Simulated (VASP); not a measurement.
# HfSBr (P4/nmm) in VASP: further runs

Runs on HfSBr. Level: r2SCAN. Tasks: single point.

All numbers are computed with VASP 6.6.1; they aren't measurements. Logs are shortened: lines on timing, memory, paths and dates and some standing lists are left out, and cuts for length are marked.

## (1) The cell of the first run

It takes space group P4/nmm (No. 129, tetragonal). Conventional cell: a = 3.869 Å, b = 3.869 Å, c = 8.511 Å, α = 90.00°, β = 90.00°, γ = 90.00°. Br (site symmetry -4m2) has 4 Br at 2.74 Å and 4 Hf at 3.04 Å within 3.6 Å. Hf (site symmetry 4mm) has 5 S at 2.89 to 2.91 Å and 4 Br at 3.04 Å and 4 Hf at 3.87 Å within 3.9 Å. Within 3.9 Å of S (site symmetry 4mm) lie 5 Hf at 2.89 to 2.91 Å and 8 S at 3.38 to 3.87 Å and 4 Br at 3.79 Å.

## (2) Single point, r2SCAN

Input file POSCAR:

```
HfSBr
1.0
    3.8694600000      0.0000000000      0.0000000000
    0.0000000000      3.8694600000      0.0000000000
    0.0000000000      0.0000000000      8.5106680000
Br Hf S
2 2 2
Direct
    0.0000000000      0.0000000000      0.0000000000
    0.5000000000      0.5000000000      0.0000000000
    0.0000000000      0.5000000000      0.2750000000
    0.5000000000      0.0000000000      0.7250000000
    0.0000000000      0.5000000000      0.6170000000
    0.5000000000      0.0000000000      0.3830000000
```

Input file INCAR.step1:

```
SYSTEM = HfSBr
  ALGO = Normal
  EDIFF = 1E-4
  ENCUT = 520
  GGA = PE
  ISMEAR = -1
  LASPH = .True.
  LCHARG = .False.
  LREAL = .False.
  LWAVE = .True.
  NBANDS = 32
  NELM = 100
  PREC = Accurate
  SIGMA = 0.1
```

Input file INCAR.step2:

```
SYSTEM = HfSBr
  ALGO = Normal
  EDIFF = 1E-6
  ENCUT = 520
  ISIF = 2
  ISMEAR = -1
  ISTART = 1
  LASPH = .True.
  LCHARG = .True.
  LELF = .True.
  LMIXTAU = .True.
  LREAL = .False.
  LVHAR = .True.
  LWAVE = .False.
  METAGGA = R2SCAN
  NBANDS = 32
  NELM = 100
  PREC = Accurate
  SIGMA = 0.1
```

Input file KPOINTS:

```
k-points
0
Gamma
  5 5 2
  0 0 0
```

Potentials or basis: VASP PAW PBE potentials, release 64 (Br, Hf_pv, S).

The run is started by

```sh
$ cat potpaw_PBE.64/Br/POTCAR potpaw_PBE.64/Hf_pv/POTCAR potpaw_PBE.64/S/POTCAR > POTCAR
$ cp INCAR.step1 INCAR
$ mpirun -np 1 vasp_std > vasp.out
$ cp INCAR.step2 INCAR
$ mpirun -np 1 vasp_std > vasp.out
```

OUTCAR:

```text
SYSTEM = HfSBr
   EDIFF = 1E-6
   ENCUT = 520
   ISIF = 2
   ISMEAR = -1
   ISTART = 1
   LASPH = .True.
   LREAL = .False.
   METAGGA = R2SCAN
   NELM = 100
   PREC = Accurate

 ion  position               nearest neighbor table
   1  0.000  0.000  0.000-   2 2.74   2 2.74   2 2.74   2 2.74   3 3.04   4 3.04   4 3.04   3 3.04

   2  0.500  0.500  0.000-   1 2.74   1 2.74   1 2.74   1 2.74   4 3.04   4 3.04   3 3.04   3 3.04

   3  0.000  0.500  0.275-   6 2.89   6 2.89   6 2.89   6 2.89   5 2.91   1 3.04   2 3.04   2 3.04
                             1 3.04
   4  0.500  0.000  0.725-   5 2.89   5 2.89   5 2.89   5 2.89   6 2.91   1 3.04   1 3.04   2 3.04
                             2 3.04
   5  0.000  0.500  0.617-   4 2.89   4 2.89   4 2.89   4 2.89   3 2.91
   6  0.500  0.000  0.383-   3 2.89   3 2.89   3 2.89   3 2.89   4 2.91

  LATTYP: Found a simple tetragonal cell.
 ALAT       =     3.8694600000
 C/A-ratio  =     2.1994459175

  Lattice vectors:

 A1 = (   3.8694600000,   0.0000000000,   0.0000000000)
 A2 = (   0.0000000000,   3.8694600000,   0.0000000000)
 A3 = (   0.0000000000,   0.0000000000,   8.5106680000)

Analysis of symmetry for initial positions (statically):
=====================================================================
 Subroutine PRICEL returns:
 Original cell was already a primitive cell.

 Routine SETGRP: Setting up the symmetry group for a
 simple tetragonal supercell.

 Subroutine GETGRP returns: Found 16 space group operations
 (whereof  8 operations were pure point group operations)
 out of a pool of 16 trial point group operations.

The static configuration has the point symmetry D_2d.
 The point group associated with its full space group is D_4h.

Analysis of symmetry for dynamics (positions and initial velocities):
=====================================================================
 Subroutine PRICEL returns:
 Original cell was already a primitive cell.

 Routine SETGRP: Setting up the symmetry group for a
 simple tetragonal supercell.

 Subroutine GETGRP returns: Found 16 space group operations
 (whereof  8 operations were pure point group operations)
 out of a pool of 16 trial point group operations.

The dynamic configuration has the point symmetry D_2d.
 The point group associated with its full space group is D_4h.

[... 91 lines left out ...]
   ENCUT  =  520.0 eV  38.22 Ry    6.18 a.u.   7.19  7.19 15.82*2*pi/ulx,y,z
   NELM   =    100;   NELMIN=  2; NELMDL=  0     # of ELM steps
   EDIFF  = 0.1E-05   stopping-criterion for ELM
   LREAL  =      F    real-space projection
   EDIFFG = 0.1E-04   stopping-criterion for IOM
   NSW    =      0    number of steps for IOM
   IBRION =     -1    ionic relax: 0-MD 1-quasi-New 2-CG
   NFREE  =      0    steps in history (QN), initial steepest desc. (CG)
   ISIF   =      2    stress and relaxation
   ISYM   =      2    0-nonsym 1-usesym 2-fastsym
   POTIM  = 0.5000    time-step for ionic-motion
   TEBEG  =    0.0;   TEEND  =   0.0 temperature during run
   PSTRESS=    0.0 pullay stress
   NELECT =      46.0000    total number of electrons
   NUPDOWN=      -1.0000    fix difference up-down
   EMIN   =  10.00;   EMAX   =-10.00  energy-range for DOS
   EFERMI =   0.00;   METHOD = LEGACY
   ISMEAR =    -1;   SIGMA  =   0.10  broadening in eV -4-tet -1-fermi 0-gaus
   EFERMI_NEDOS =   21; number of points for ismear=-14 and -15
   IALGO  =     38    algorithm
   IMIX   =      4    mixing-type and parameters
     AMIX     =   0.40;   BMIX     =  1.00
     AMIX_MAG =   1.60;   BMIX_MAG =  1.00
  volume/ion in A,a.u.               =      21.24       143.32
  Fermi-wavevector in a.u.,A,eV,Ry     =   1.165662  2.202782 18.487161  1.358768
  Thomas-Fermi vector in A             =   2.302185
   LORBIT       =      0    0 simple, 1 ext, 2 COOP (PROOUT), +10 PAW based schemes
   METAGGA = R2SCAN    functional components
   LHFCALC =     F    Hartree Fock is set to
   AEXX    =    0.0000 exact exchange contribution
   IVDW    =     0    specifies the selected vdW correction
   LEPSILON=     F    determine dielectric tensor
   LRPA    =     F    only Hartree local field effects (RPA)
 non-spin polarized calculation
  energy-cutoff  :      520.00
  volume of cell :      127.43
 maximum number of plane-waves:      3450
 NGX is ok and might be reduce to    30
   NGX = 15   NGY = 15   NGZ = 31

 number of electron      46.0000006 magnetization

 Free energy of the ion-electron system (eV)
  ---------------------------------------------------
  ext. energy  EPLUGINS =         0.00000000
  ---------------------------------------------------
  free energy    TOTEN  =      -135.08260127 eV

  energy without entropy =     -134.87863815  energy(sigma->0) =     -134.98061971

 E-fermi :   6.5692     XC(G=0): -10.9866

 val. band max:        6.5636379877   @ k =   0.4000   0.2000   0.0000
 cond. band min:       6.5729184516   @ k =   0.4000   0.0000   0.0000
 fundamental gap:      0.0092804639
 Fermi energy:         6.5691920318

 k-point     1 :       0.0000    0.0000    0.0000
  band No.  band energies     occupation
      1     -27.8793      2.00000
      2     -27.8677      2.00000
      3     -27.7140      2.00000
      4     -27.7140      2.00000
      5     -27.7126      2.00000
      6     -27.7126      2.00000
[... 409 lines left out ...]
     31       8.9271      0.00000
     32       9.3188      0.00000

------------------------ aborting loop because EDIFF is reached ----------------------------------------

  FORCE on cell =-STRESS in cart. coord.  units (eV):
  Direction    XX          YY          ZZ          XY          YZ          ZX
  --------------------------------------------------------------------------------------
  -------------------------------------------------------------------------------------
  Total        4.3443428      4.3443428    -15.0874938      0.0000000      0.0000000      0.0000000
  in kB       54.6223390     54.6223390   -189.6982464      0.0000000      0.0000000      0.0000000
  external PRESSURE =     -26.8178561 kB  Pullay stress =       0.0000000 kB

 VOLUME and BASIS-vectors are now :
 -----------------------------------------------------------------------------
  energy-cutoff  :      520.00
  volume of cell :      127.43
      direct lattice vectors                 reciprocal lattice vectors
     3.869460000  0.000000000  0.000000000     0.258433993  0.000000000  0.000000000
     0.000000000  3.869460000  0.000000000     0.000000000  0.258433993  0.000000000
     0.000000000  0.000000000  8.510668000     0.000000000  0.000000000  0.117499590

 POSITION                                       TOTAL-FORCE (eV/Angst)
 -----------------------------------------------------------------------------------
      0.00000      0.00000      0.00000         0.000000      0.000000     -0.000000
      1.93473      1.93473      0.00000         0.000000     -0.000000     -0.000000
      0.00000      1.93473      2.34043         0.000000      0.000000      0.878752
      1.93473      0.00000      6.17023         0.000000     -0.000000     -0.878752
      0.00000      1.93473      5.25108         0.000000      0.000000      0.625375
      1.93473      0.00000      3.25959        -0.000000      0.000000     -0.625375
 -----------------------------------------------------------------------------------
    total drift:                                0.000000      0.000000     -0.000000

  FREE ENERGIE OF THE ION-ELECTRON SYSTEM (eV)
  ---------------------------------------------------
  free  energy   TOTEN  =      -135.0826012742 eV

  energy  without entropy=     -134.8786381543  energy(sigma->0) =     -134.98061971
```

OSZICAR.step1:

```text
N       E                     dE             d eps       ncg     rms          rms(c)
DAV:   1     0.236535475810E+03    0.23654E+03   -0.22792E+04   768   0.131E+03
DAV:   2    -0.183522208709E+02   -0.25489E+03   -0.24399E+03   984   0.289E+02
DAV:   3    -0.359626646698E+02   -0.17610E+02   -0.17027E+02  1016   0.588E+01
DAV:   4    -0.363401619785E+02   -0.37750E+00   -0.37311E+00   992   0.904E+00
DAV:   5    -0.363484734487E+02   -0.83115E-02   -0.82835E-02  1000   0.116E+00    0.362E+01
DAV:   6    -0.331571703633E+02    0.31913E+01   -0.99262E+00   896   0.104E+01    0.276E+01
DAV:   7    -0.331016829786E+02    0.55487E-01   -0.13805E+00  1080   0.514E+00    0.102E+01
DAV:   8    -0.330695203851E+02    0.32163E-01   -0.53034E-01   936   0.253E+00    0.150E+00
DAV:   9    -0.330485835466E+02    0.20937E-01   -0.66030E-02   936   0.108E+00    0.827E-01
DAV:  10    -0.330482276830E+02    0.35586E-03   -0.10865E-02  1040   0.446E-01    0.260E-01
DAV:  11    -0.330480069589E+02    0.22072E-03   -0.11972E-03   968   0.149E-01    0.120E-01
DAV:  12    -0.330479929434E+02    0.14016E-04   -0.11884E-04   688   0.457E-02
   1 F= -.33047993E+02 E0= -.32944099E+02  d E =-.207788E+00
```

It took 1.7 min on 1 thread of Intel Xeon 6975P-C (Granite Rapids), shared host; peak memory 0.26 GiB.

What came out:

| Quantity | Value |
| --- | --- |
| Free energy | -135.0826 eV |
| Pressure | -2.7 GPa |
| Largest force | 0.879 eV/Å |
| Band gap on the k mesh | zero (bands 23 and 24 overlap by 0.79 eV) |

Forces on the atoms (eV/Å):
```
Br   0.000  0.000  0.000
Br   0.000  0.000  0.000
Hf   0.000  0.000  0.879
Hf   0.000  0.000 -0.879
S    0.000  0.000  0.625
S    0.000  0.000 -0.625
```

Stress tensor (GPa, compression positive):
```
  5.46   0.00   0.00
  0.00   5.46   0.00
  0.00   0.00 -18.97
```

Caveat: the k points lie up to 0.37 Å⁻¹ apart, too coarse for converged energies and pressures of a metal; the PAW data sets were made with another functional, which shifts forces and pressure a little; spin-orbit coupling is left out, which moves the levels of the heavy elements.

## (3) Single point, r2SCAN

POSCAR is that of step 2.

Input file INCAR.step1:

```
PREC = Accurate
ENCUT = 520
ISMEAR = -1
SIGMA = 0.1
LREAL = F
LASPH = T
NELM = 80
NBANDS = 32
GGA = PE
ALGO = Normal
EDIFF = 1E-4
LWAVE = T
LCHARG = F
```

Input file INCAR.step2:

```
PREC = Accurate
ENCUT = 520
EDIFF = 1E-6
ISMEAR = -1
SIGMA = 0.1
LREAL = F
LASPH = T
NELM = 80
ALGO = Normal
ISIF = 2
LWAVE = F
LCHARG = T
METAGGA = R2SCAN
LMIXTAU = T
LELF = T
LVHAR = T
NBANDS = 32
ISTART = 1
```

Input file KPOINTS:

```
Automatic mesh
0
Gamma
  5 5 2
```

Potentials or basis: VASP PAW PBE potentials, release 64 (Br, Hf_pv, S).

The run is started by

```sh
$ cat potpaw_PBE.64/Br/POTCAR potpaw_PBE.64/Hf_pv/POTCAR potpaw_PBE.64/S/POTCAR > POTCAR
$ cp INCAR.step1 INCAR
$ mpirun -np 1 vasp_std > vasp.out
$ cp INCAR.step2 INCAR
$ mpirun -np 1 vasp_std > vasp.out
```

Run time: 1.7 min. Hardware: 1 thread of Intel Xeon 6975P-C (Granite Rapids), shared host; peak memory 0.26 GiB.

The run converged. Its results:

```yaml
Free_energy: -135.0826 eV
Pressure: -2.7 GPa
Largest_force: 0.879 eV/Å
Band_gap_on_the_k_mesh: zero (bands 23 and 24 overlap by 0.79 eV)
```

Forces on the atoms (eV/Å):
```
Br   0.000  0.000  0.000
Br   0.000  0.000  0.000
Hf   0.000  0.000  0.879
Hf   0.000  0.000 -0.879
S    0.000  0.000  0.625
S    0.000  0.000 -0.625
```

Stress tensor (GPa, compression positive):
```
  5.46   0.00   0.00
  0.00   5.46   0.00
  0.00   0.00 -18.97
```

Levels at points of the mesh, in eV from the Fermi level:
| k point | band 21 | band 22 | band 23 | band 24 | band 25 | band 26 |
| --- | --- | --- | --- | --- | --- | --- |
| (0.00, 0.00, 0.00) | -1.90 | -1.26 | -1.26 | -0.25 | -0.19 | 0.36 |
| (0.00, 0.00, 0.50) | -1.58 | -1.22 | -1.22 | -0.59 | 0.33 | 0.62 |

Caveat: the k points lie up to 0.37 Å⁻¹ apart, too coarse for converged energies and pressures of a metal; the PAW data sets were made with another functional, which shifts forces and pressure a little; spin-orbit coupling is left out, which moves the levels of the heavy elements.

## (4) Single point, r2SCAN, collinear spin

POSCAR is that of step 3.

Input file INCAR.step1:

```
PREC = Accurate ; ENCUT = 520
ISMEAR = -1 ; SIGMA = 0.1
LREAL = False ; LASPH = True
NELM = 150 ; ISPIN = 2
MAGMOM = 0.5 1 -4 -4 1 -0.5 ; LMAXMIX = 4
NBANDS = 36 ; GGA = PE
ALGO = Normal ; EDIFF = 1E-4
LWAVE = True ; LCHARG = False
```

Input file INCAR.step2:

```
PREC = Accurate ; ENCUT = 520
EDIFF = 1E-6 ; ISMEAR = -1
SIGMA = 0.1 ; LREAL = False
LASPH = True ; NELM = 150
ALGO = Normal ; ISIF = 2
LWAVE = False ; LCHARG = False
ISPIN = 2 ; MAGMOM = 0.5 1 -4 -4 1 -0.5
LORBIT = 11 ; LMAXMIX = 4
METAGGA = R2SCAN ; LMIXTAU = True
NBANDS = 36 ; ISTART = 1
```

Input file KPOINTS:

```
regular mesh
0
Gamma
  5 5 2
```

The run is started by

```sh
$ cat potpaw_PBE.64/Br/POTCAR potpaw_PBE.64/Hf_pv/POTCAR potpaw_PBE.64/S/POTCAR > POTCAR
$ cp INCAR.step1 INCAR
$ mpirun -np 1 vasp_std > vasp.out
$ cp INCAR.step2 INCAR
$ mpirun -np 1 vasp_std > vasp.out
```

Run time: 6.9 min. Hardware: 1 thread of Intel Xeon 6975P-C (Granite Rapids), shared host; peak memory 0.37 GiB.

Results (log left out):

| Item | Value |
| --- | --- |
| Free energy | -135.0826 eV |
| Pressure | -2.7 GPa |
| Largest force | 0.879 eV/Å |
| Band gap on the k mesh | zero (filled and empty bands overlap) |
| Net moment | 0.00 μB per cell |
| Valence electrons inside the program's atomic spheres | Br 5.01; Hf 7.78; S 3.67 |

Forces in eV/Å, atoms in the order of the input:
```
Br   0.000  0.000  0.000
Br   0.000  0.000  0.000
Hf   0.000  0.000  0.879
Hf   0.000  0.000 -0.879
S    0.000  0.000  0.626
S    0.000  0.000 -0.626
```

Stress tensor (GPa, compression positive):
```
  5.46   0.00   0.00
  0.00   5.46   0.00
  0.00   0.00 -18.97
```

Levels at points of the mesh, in eV from the Fermi level:
Spin up:
| k point | band 19 | band 20 | band 21 | band 22 | band 23 | band 24 | band 25 | band 26 | band 27 | band 28 |
| --- | --- | --- | --- | --- | --- | --- | --- | --- | --- | --- |
| (0.00, 0.00, 0.00) | -3.07 | -3.07 | -1.90 | -1.26 | -1.26 | -0.25 | -0.19 | 0.36 | 0.57 | 0.77 |
| (0.00, 0.00, 0.50) | -3.05 | -3.05 | -1.58 | -1.22 | -1.22 | -0.59 | 0.33 | 0.62 | 0.72 | 0.93 |
Spin down:
```
           k point  band 20  band 21  band 22  band 23  band 24  band 25  band 26  band 27
(0.00, 0.00, 0.00)    -3.07    -1.90    -1.26    -1.26    -0.25    -0.19     0.36     0.57
(0.00, 0.00, 0.50)    -3.05    -1.59    -1.22    -1.22    -0.59     0.33     0.62     0.72
```

Caveat: the k points lie up to 0.37 Å⁻¹ apart, too coarse for converged energies and pressures of a metal; the PAW data sets were made with another functional, which shifts forces and pressure a little; spin-orbit coupling is left out, which moves the levels of the heavy elements.
